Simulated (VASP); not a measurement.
Input of a VASP 6.6.1 run:

The input INCAR:

```
ALGO = Normal
EDIFF = 1E-6
ENCUT = 520
GGA = PE
GGA_COMPAT = False
ISIF = 2
ISMEAR = 0
ISPIN = 2
KPAR = 2
LASPH = True
LCHARG = False
LORBIT = 11
LREAL = Auto
LWAVE = False
MAGMOM = 0 0 0 0 0 0 0 0 0 0 0 0 0 0 0 0 0 0 0 0 0 0 0 0.35 0.06 0 0 0 0 0 0 0 0 0 0 0.34 0 0.07 0.34 0 0 0 0 0 0 0.34 0.07
NBANDS = 128
NCORE = 2
NELECT = 190.0
NELM = 200
PREC = Accurate
SIGMA = 0.05
```

The input KPOINTS:

```
k-points
0
Gamma
  2 2 2
```

The input POSCAR:

```
B23N24
1.0
   -3.8309090000      2.2117770000     -4.2268550000
    3.8309090000     -2.2117770000     -4.2268550000
   -3.8309090000     -6.6353300000      4.2268550000
B N
23 24
Direct
    0.1693558653      0.8343841496      0.0003253176
    0.8328081082      0.0020464086      0.8340760983
    0.3357115615      0.4993622405      0.8343800816
    0.0007603852      0.6665334760      0.6665804590
    0.5014653140      0.1669169027      0.6685257748
    0.1659872942      0.3325806724      0.4997401092
    0.6665657860      0.8331711910      0.5008904624
    0.3344906026      0.0002775623      0.3340642804
    0.8332477542      0.4986967515      0.3321018903
    0.5016315474      0.6653338902      0.1662772029
   -0.0009566329      0.1682992695      0.1665722262
    0.5864803781      0.9164574004      0.0003228793
    0.0823205433      0.4154413470      0.0003174146
    0.7494254553      0.5814616089      0.8336345172
    0.2506577555      0.0847030380      0.8326387479
    0.9161890709      0.2495481995      0.6670037782
    0.4167132169      0.7491198947      0.6669873513
    0.0829358715      0.9156600168      0.4998654035
    0.5833919522      0.4161041628      0.5007868452
    0.2495028126      0.5828718707      0.3336399813
    0.7500213073      0.0824512903      0.3336584715
    0.4183338747      0.2523780658      0.1680075225
    0.9160684877      0.7481179188      0.1669988086
    0.8712801655      0.5375809719      0.0003214664
    0.3573117728      0.0232163811      0.0003254014
    0.0196366831      0.1874504127      0.8337947559
    0.5205160318      0.6857427782      0.8330521404
    0.1871136127      0.8523458453      0.6663109272
    0.6872188287      0.3532296308      0.6671800812
    0.3537308045      0.5197581849      0.5001271091
    0.8539224326      0.0199521534      0.5005107131
    0.5211096364      0.1863560679      0.3343322163
    0.0203482878      0.6863616880      0.3334602545
    0.6877683043      0.8530135668      0.1675894785
    0.1861522523      0.3539782943      0.1668549920
    0.7809158790      0.0821297251      0.0003228574
    0.2735415468      0.6045521946      0.0003234762
    0.9399753000      0.7707478824      0.8328014704
    0.4162133107      0.2645310931      0.8179324971
    0.1021441693      0.4367716107      0.6658346441
    0.6036605870      0.9369430626      0.6673384995
    0.2691772813      0.1027533700      0.4988871499
    0.7706149174      0.6041910631      0.5017590432
    0.4366234834      0.7712539481      0.3348112101
    0.9366250007      0.2699196904      0.3332983166
    0.5985672960      0.4469490079      0.1827299053
    0.1074712905      0.9382559294      0.1678350904
```

Potentials or basis: VASP PAW PBE potentials, release 64 (B, N).

Command:

```sh
$ cat potpaw_PBE.64/B/POTCAR potpaw_PBE.64/N/POTCAR > POTCAR
$ mpirun -np 4 vasp_std > vasp.out
```

Problem. What does it give for the net moment?

Solution. 2.00 μB per cell.

Problem. What does it give for the largest force?

Solution. 0.867 eV/Å.

Problem. Predict the site moments.

Solution. B -0.00, -0.01, +0.01 (each value once); N +0.26, +0.04, +0.02, +0.01, +0.00, +0.31, +0.03, +0.05, +0.29 (each value once) μB.

Forces on the atoms (eV/Å):
```
B    0.022 -0.011  0.165
B   -0.226 -0.532  0.232
B   -0.442  0.236  0.227
B   -0.011 -0.170  0.133
B    0.138 -0.583  0.302
B   -0.043 -0.055  0.132
B    0.021  0.063  0.134
B    0.142  0.098  0.135
B    0.576  0.167  0.303
B   -0.428  0.269  0.230
B    0.347  0.464  0.233
B   -0.025  0.016 -0.489
B    0.746 -0.434 -0.079
B   -0.657 -0.532 -0.072
B    0.061 -0.064 -0.568
B   -0.090 -0.173 -0.079
B   -0.079 -0.191 -0.034
B   -0.097  0.030 -0.061
B   -0.072  0.069 -0.065
B    0.105  0.165 -0.079
B    0.126  0.166 -0.038
B    0.090 -0.024 -0.572
B    0.130  0.834 -0.077
N   -0.063  0.038  0.062
N   -0.005  0.003  0.294
N    0.038  0.149  0.093
N    0.216  0.158  0.039
N    0.011  0.182  0.080
N    0.084  0.211 -0.042
N   -0.012  0.010  0.014
N   -0.015  0.004  0.013
N   -0.154 -0.100  0.081
N   -0.140 -0.180 -0.043
N   -0.029 -0.267  0.040
N   -0.110 -0.105  0.093
N   -0.091  0.054  0.048
N   -0.154  0.089 -0.166
N    0.178  0.491 -0.201
N    0.046  0.084  0.094
N    0.301  0.003 -0.094
N    0.040  0.210 -0.009
N    0.082  0.223 -0.099
N   -0.153 -0.181 -0.098
N    0.151 -0.264 -0.096
N   -0.163 -0.140 -0.008
N   -0.053 -0.078  0.094
N   -0.338 -0.402 -0.203
```

Caveat: the k points lie up to 0.55 Å⁻¹ apart; the cell carries a net charge on a neutralising background, which shifts energy and pressure.
